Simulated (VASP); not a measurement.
## SrCl2: single point with PBEsol

The system is SrCl2.

```
CELL_PARAMETERS angstrom
0.00000 3.48835 3.48835
3.48835 0.00000 3.48835
3.48835 3.48835 0.00000
ATOMIC_POSITIONS crystal
Sr 0.00000 0.00000 0.00000
Cl 0.75000 0.75000 0.75000
Cl 0.25000 0.25000 0.25000
```

```json
{
 "Program": "VASP 6.6.1",
 "Task": "single point",
 "Functional": "PBEsol",
 "Potentials or basis": "VASP PAW PBE potentials, release 64 (Sr_sv, Cl)",
 "Cutoff": "520 eV",
 "k mesh": "5 × 5 × 5",
 "Occupations": "fermi-dirac, width 0.05 eV",
 "Spin": "non-collinear spin, zero start, spin-orbit coupling",
 "Starting moments": "[[0.0, 0.0, 0.0], [0.0, 0.0, 0.0], [0.0, 0.0, 0.0]] μB",
 "Dipole correction": "no",
 "Further INCAR settings": "ALGO = Normal; EDIFF = 1e-06; NBANDS = 37"
}
```

* Pressure: -0.9 GPa
* Net moment: 0.00 μB per cell
* Valence electrons inside the program's atomic spheres: Sr 7.92; Cl 5.13

Moments on the atoms (μB; x, y, z):
```
Sr  0.00 0.00 0.00
Cl  0.00 0.00 0.00
Cl  0.00 0.00 0.00
```

It took 50 s on 1 thread of Intel(R) Xeon(R) 6975P-C (Granite Rapids), with other jobs on the host, peak memory 0.49 GiB.

Caveat: the PAW data sets were made with another functional, which shifts forces and pressure a little.
